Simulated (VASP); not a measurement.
# Fe (Im-3m) in VASP: a series of runs

Fe is run at these levels: r2SCAN; tasks: single point.

Everything below comes from runs of VASP 6.6.1. Logs are shortened: lines on timing, memory, paths and dates and some standing lists are left out, and cuts for length are marked.

### Step 1. The cell of the first run

It takes space group Im-3m (No. 229, cubic). The conventional cell has a = 2.878 Å, b = 2.878 Å, c = 2.878 Å, α = 90.00°, β = 90.00°, γ = 90.00°. Fe (site symmetry m-3m) has 14 Fe at 2.49 to 2.88 Å within 3.3 Å.

### Step 2. Single point, r2SCAN, collinear spin, zero start

File POSCAR:

```
Fe
1.0
   -1.4390000000      1.4390000000      1.4390000000
    1.4390000000     -1.4390000000      1.4390000000
    1.4390000000      1.4390000000     -1.4390000000
Fe
1
Direct
    0.0000000000      0.0000000000      0.0000000000
```

File INCAR.step1:

```
SYSTEM = Fe
PREC     = Accurate       ! precision mode
ENCUT    = 520            ! plane-wave cutoff, eV
ISMEAR   = 0              ! smearing method
SIGMA    = 0.1            ! smearing width, eV
LREAL    = .FALSE.        ! projectors in reciprocal space
LASPH    = .TRUE.         ! aspherical terms in the spheres
NELM     = 150            ! most SCF steps
ISPIN    = 2              ! spin polarisation
MAGMOM   = 0              ! initial moments
NUPDOWN  = 0.0            ! fixed moment
LMAXMIX  = 4              ! l up to which the mixer works
NBANDS   = 14             ! bands
GGA      = PE             ! functional
ALGO     = Normal         ! electronic algorithm
EDIFF    = 1E-4           ! SCF threshold, eV
LWAVE    = .TRUE.         ! write WAVECAR
LCHARG   = .FALSE.        ! write CHGCAR
```

File INCAR.step2:

```
SYSTEM = Fe
PREC     = Accurate       ! precision mode
ENCUT    = 520            ! plane-wave cutoff, eV
EDIFF    = 1E-6           ! SCF threshold, eV
ISMEAR   = 0              ! smearing method
SIGMA    = 0.1            ! smearing width, eV
LREAL    = .FALSE.        ! projectors in reciprocal space
LASPH    = .TRUE.         ! aspherical terms in the spheres
NELM     = 150            ! most SCF steps
ALGO     = Normal         ! electronic algorithm
ISIF     = 2              ! what is computed and relaxed
LWAVE    = .FALSE.        ! write WAVECAR
LCHARG   = .FALSE.        ! write CHGCAR
ISPIN    = 2              ! spin polarisation
MAGMOM   = 0              ! initial moments
LORBIT   = 11             ! projections on sites
NUPDOWN  = 0.0            ! fixed moment
LMAXMIX  = 4              ! l up to which the mixer works
METAGGA  = R2SCAN         ! meta-GGA
LMIXTAU  = .TRUE.       
NBANDS   = 14             ! bands
ISTART   = 1
```

File KPOINTS:

```
regular mesh
0
G
  13 13 13
  0 0 0
```

Potentials or basis: VASP PAW PBE potentials, release 64 (Fe).

Run with:

```
> cat potpaw_PBE.64/Fe/POTCAR > POTCAR
> cp INCAR.step1 INCAR
> mpirun -np 1 vasp_std > vasp.out
> cp INCAR.step2 INCAR
> mpirun -np 1 vasp_std > vasp.out
```

OUTCAR:

```text
SYSTEM = Fe
   PREC = Accurate
   ENCUT = 520
   EDIFF = 1E-6
   ISMEAR = 0
   LREAL = .FALSE.
   LASPH = .TRUE.
   NELM = 150
   ISIF = 2
   ISPIN = 2
   LORBIT = 11
   NUPDOWN = 0.0
   METAGGA = R2SCAN
   ISTART = 1

 ion  position               nearest neighbor table
   1  0.000  0.000  0.000-

  LATTYP: Found a body centered cubic cell.
 ALAT       =     2.8780000000

  Lattice vectors:

 A1 = (  -1.4390000000,   1.4390000000,   1.4390000000)
 A2 = (   1.4390000000,  -1.4390000000,   1.4390000000)
 A3 = (   1.4390000000,   1.4390000000,  -1.4390000000)

Analysis of symmetry for initial positions (statically):
=====================================================================
 Subroutine PRICEL returns:
 Original cell was already a primitive cell.

 Routine SETGRP: Setting up the symmetry group for a
 body centered cubic supercell.

 Subroutine GETGRP returns: Found 48 space group operations
 (whereof 48 operations were pure point group operations)
 out of a pool of 48 trial point group operations.

The static configuration has the point symmetry O_h .

Analysis of symmetry for dynamics (positions and initial velocities):
=====================================================================
 Subroutine PRICEL returns:
 Original cell was already a primitive cell.

 Routine SETGRP: Setting up the symmetry group for a
 body centered cubic supercell.

 Subroutine GETGRP returns: Found 48 space group operations
 (whereof 48 operations were pure point group operations)
 out of a pool of 48 trial point group operations.

The dynamic configuration has the point symmetry O_h .

Analysis of structural, dynamic, and magnetic symmetry:
=====================================================================
 Subroutine PRICEL returns:
 Original cell was already a primitive cell.

 Routine SETGRP: Setting up the symmetry group for a
 body centered cubic supercell.

 Subroutine GETGRP returns: Found 48 space group operations
 (whereof 48 operations were pure point group operations)
 out of a pool of 48 trial point group operations.

The overall configuration has the point symmetry O_h .

 Subroutine INISYM returns: Found 48 space group operations
 (whereof 48 operations are pure point group operations),
 and found     1 'primitive' translations

----------------------------------------------------------------------------------------

                                     Primitive cell

  volume of cell :      11.9191

  direct lattice vectors                    reciprocal lattice vectors
    -1.439000000  1.439000000  1.439000000     0.000000000  0.347463516  0.347463516
     1.439000000 -1.439000000  1.439000000     0.347463516  0.000000000  0.347463516
     1.439000000  1.439000000 -1.439000000     0.347463516  0.347463516  0.000000000

  length of vectors
     2.492421112  2.492421112  2.492421112     0.491387617  0.491387617  0.491387617

  position of ions in fractional coordinates (direct lattice)
     0.000000000  0.000000000  0.000000000

  ion indices of the primitive-cell ions
   primitive index   ion index
                 1           1

----------------------------------------------------------------------------------------

 KPOINTS: regular mesh

Automatic generation of k-mesh.
 Grid dimensions read from file:
 generate k-points for:   13   13   13

 Generating k-lattice:

  Cartesian coordinates                     Fractional coordinates (reciprocal lattice)
     0.000000000  0.026727963  0.026727963     0.076923077  0.000000000  0.000000000
     0.026727963  0.000000000  0.026727963     0.000000000  0.076923077  0.000000000
     0.026727963  0.026727963  0.000000000     0.000000000  0.000000000  0.076923077

  Length of vectors
     0.037799047  0.037799047  0.037799047

  Shift w.r.t. Gamma in fractional coordinates (k-lattice)
     0.000000000  0.000000000  0.000000000

 Subroutine IBZKPT returns following result:
 ===========================================

 Found     84 irreducible k-points:

 Following reciprocal coordinates:
            Coordinates               Weight
  0.000000  0.000000  0.000000      1.000000
  0.076923  0.000000  0.000000     12.000000
  0.153846  0.000000  0.000000     12.000000
  0.230769  0.000000  0.000000     12.000000
  0.307692  0.000000  0.000000     12.000000
  0.384615  0.000000  0.000000     12.000000
[... 16 lines left out ...]
  0.153846  0.076923  0.076923     24.000000
  0.230769  0.076923  0.076923     24.000000
 [... further k-points ...]
   k-points           NKPTS =     84   k-points in BZ     NKDIM =     84   number of bands    NBANDS=     14
   number of dos      NEDOS =    301   number of ions     NIONS =      1
   total plane-waves  NPLWV =   8000
   dimension x,y,z NGX =    20 NGY =   20 NGZ =   20
   dimension x,y,z NGXF=    40 NGYF=   40 NGZF=   40
   ions per type =               1
   NGX,Y,Z   is equivalent  to a cutoff of  13.34, 13.34, 13.34 a.u.
   NGXF,Y,Z  is equivalent  to a cutoff of  26.68, 26.68, 26.68 a.u.
 SYSTEM =  Fe
   PREC   = accura    normal or accurate (medium, high low for compatibility)
   ISTART =      1    job   : 0-new  1-cont  2-samecut
   ICHARG =      0    charge: 1-file 2-atom 10-const
   ISPIN  =      2    spin polarized calculation?
   LNONCOLLINEAR =      F non collinear calculations
   LSORBIT =      F    spin-orbit coupling
   LASPH  =      T    aspherical Exc in radial PAW
   ENCUT  =  520.0 eV  38.22 Ry    6.18 a.u.   4.63  4.63  4.63*2*pi/ulx,y,z
   NELM   =    150;   NELMIN=  2; NELMDL=  0     # of ELM steps
   EDIFF  = 0.1E-05   stopping-criterion for ELM
   LREAL  =      F    real-space projection
   EDIFFG = 0.1E-04   stopping-criterion for IOM
   NSW    =      0    number of steps for IOM
   IBRION =     -1    ionic relax: 0-MD 1-quasi-New 2-CG
   NFREE  =      0    steps in history (QN), initial steepest desc. (CG)
   ISIF   =      2    stress and relaxation
   ISYM   =      2    0-nonsym 1-usesym 2-fastsym
   POTIM  = 0.5000    time-step for ionic-motion
   TEBEG  =    0.0;   TEEND  =   0.0 temperature during run
   PSTRESS=    0.0 pullay stress
   NELECT =       8.0000    total number of electrons
   NUPDOWN=       0.0000    fix difference up-down
   EMIN   =  10.00;   EMAX   =-10.00  energy-range for DOS
   EFERMI =   0.00;   METHOD = LEGACY
   ISMEAR =     0;   SIGMA  =   0.10  broadening in eV -4-tet -1-fermi 0-gaus
   EFERMI_NEDOS =   21; number of points for ismear=-14 and -15
   IALGO  =     38    algorithm
   IMIX   =      4    mixing-type and parameters
     AMIX     =   0.40;   BMIX     =  1.00
     AMIX_MAG =   1.60;   BMIX_MAG =  1.00
  volume/ion in A,a.u.               =      11.92        80.43
  Fermi-wavevector in a.u.,A,eV,Ry     =   1.433367  2.708671 27.953723  2.054541
  Thomas-Fermi vector in A             =   2.552893
   LORBIT       =     11    0 simple, 1 ext, 2 COOP (PROOUT), +10 PAW based schemes
   METAGGA = R2SCAN    functional components
   LHFCALC =     F    Hartree Fock is set to
   AEXX    =    0.0000 exact exchange contribution
   IVDW    =     0    specifies the selected vdW correction
   LEPSILON=     F    determine dielectric tensor
   LRPA    =     F    only Hartree local field effects (RPA)
 spin polarized calculation
 Gauss-broadening in eV      SIGMA  =   0.10
  energy-cutoff  :      520.00
  volume of cell :       11.92
 maximum number of plane-waves:       333
   NGX =  9   NGY =  9   NGZ =  9

 number of electron       7.9999995 magnetization       0.0000000

 number of electron       7.9999995 magnetization      -0.0000000

 Free energy of the ion-electron system (eV)
  ---------------------------------------------------
  ext. energy  EPLUGINS =         0.00000000
  ---------------------------------------------------
  free energy    TOTEN  =       -13.09863763 eV

  energy without entropy =      -13.08245402  energy(sigma->0) =      -13.09054582

 E-fermi :   5.2827     XC(G=0): -13.9939

 val. band max:        5.2626591228   @ k =  -0.3846   0.3846   0.3846
 cond. band min:       5.2883193990   @ k =   0.3846   0.0769   0.0769
 fundamental gap:      0.0256602761
 Fermi energy:         5.2826658305

 spin component 1

 k-point     1 :       0.0000    0.0000    0.0000
  band No.  band energies     occupation
      1      -3.3540      1.00000
      2       3.6395      1.00000
      3       3.6395      1.00000
      4       3.6395      1.00000
      5       5.3140      0.32859
      6       5.3140      0.32858
      7      30.8099      0.00000
      8      30.8099      0.00000
      9      30.8099      0.00000
     10      35.8200      0.00000
     11      35.8200      0.00000
     12      37.9535      0.00000
     13      37.9535      0.00000
     14      37.9535      0.00000
[... 375 lines left out ...]
 k-point    24 :       0.2308    0.0769    0.0769
  band No.  band energies     occupation
      1       0.2793      1.00000
      2       2.7799      1.00000
      3       3.1057      1.00000
      4       5.1717      0.94175
      5       5.4174      0.02836
      6       5.9789      0.00000
      7      18.9082      0.00000
      8      23.0038      0.00000
      9      25.0996      0.00000
     10      32.4834      0.00000
     11      36.6715      0.00000
     12      39.0479      0.00000
     13      40.9202      0.00000
     14      44.4194      0.00000

 [... further k-points ...]

 spin component 2

 k-point     1 :       0.0000    0.0000    0.0000
  band No.  band energies     occupation
      1      -3.3540      1.00000
      2       3.6395      1.00000
      3       3.6395      1.00000
      4       3.6395      1.00000
      5       5.3140      0.32859
      6       5.3140      0.32858
      7      30.8099      0.00000
      8      30.8099      0.00000
      9      30.8099      0.00000
     10      35.8200      0.00000
     11      35.8200      0.00000
     12      37.9535      0.00000
     13      37.9535      0.00000
     14      37.9535      0.00000
[... 375 lines left out ...]
 k-point    24 :       0.2308    0.0769    0.0769
  band No.  band energies     occupation
      1       0.2793      1.00000
      2       2.7799      1.00000
      3       3.1057      1.00000
      4       5.1717      0.94175
      5       5.4174      0.02836
      6       5.9789      0.00000
      7      18.9082      0.00000
      8      23.0038      0.00000
      9      25.0996      0.00000
     10      32.4834      0.00000
     11      36.6715      0.00000
     12      39.0479      0.00000
     13      40.9202      0.00000
     14      44.4194      0.00000

 [... further k-points ...]

------------------------ aborting loop because EDIFF is reached ----------------------------------------

  FORCE on cell =-STRESS in cart. coord.  units (eV):
  Direction    XX          YY          ZZ          XY          YZ          ZX
  --------------------------------------------------------------------------------------
  -------------------------------------------------------------------------------------
  Total       -2.4291531     -2.4291531     -2.4291531     -0.0000000     -0.0000000      0.0000000
  in kB     -326.5300119   -326.5300119   -326.5300119     -0.0000000     -0.0000000      0.0000000
  external PRESSURE =    -326.5300119 kB  Pullay stress =       0.0000000 kB

 VOLUME and BASIS-vectors are now :
 -----------------------------------------------------------------------------
  energy-cutoff  :      520.00
  volume of cell :       11.92
      direct lattice vectors                 reciprocal lattice vectors
    -1.439000000  1.439000000  1.439000000     0.000000000  0.347463516  0.347463516
     1.439000000 -1.439000000  1.439000000     0.347463516  0.000000000  0.347463516
     1.439000000  1.439000000 -1.439000000     0.347463516  0.347463516  0.000000000

 POSITION                                       TOTAL-FORCE (eV/Angst)
 -----------------------------------------------------------------------------------
      0.00000      0.00000      0.00000        -0.000000     -0.000000      0.000000
 -----------------------------------------------------------------------------------
    total drift:                                0.000000     -0.000000      0.000000

  FREE ENERGIE OF THE ION-ELECTRON SYSTEM (eV)
  ---------------------------------------------------
  free  energy   TOTEN  =       -13.0986376262 eV

  energy  without entropy=      -13.0824540212  energy(sigma->0) =      -13.09054582

 total charge

# of ion       s       p       d       tot
------------------------------------------
    1        0.463   0.504   6.207   7.174

 magnetization (x)

# of ion       s       p       d       tot
------------------------------------------
    1       -0.000   0.000  -0.000  -0.000
```

Wall time 4.4 min (1 thread of AMD EPYC 7R13, shared host); peak memory 0.12 GiB.

Results:

| Property | Result |
| --- | --- |
| Free energy | -13.0986 eV |
| Pressure | -32.7 GPa |
| Net moment | 0.00 μB per cell |
| Valence electrons inside the program's atomic spheres | Fe 7.17 |

Caveat: the PAW data sets were made with another functional, which shifts forces and pressure a little; the total moment is fixed, so each spin has its own Fermi level.

(Continued in part 2 of 2.)
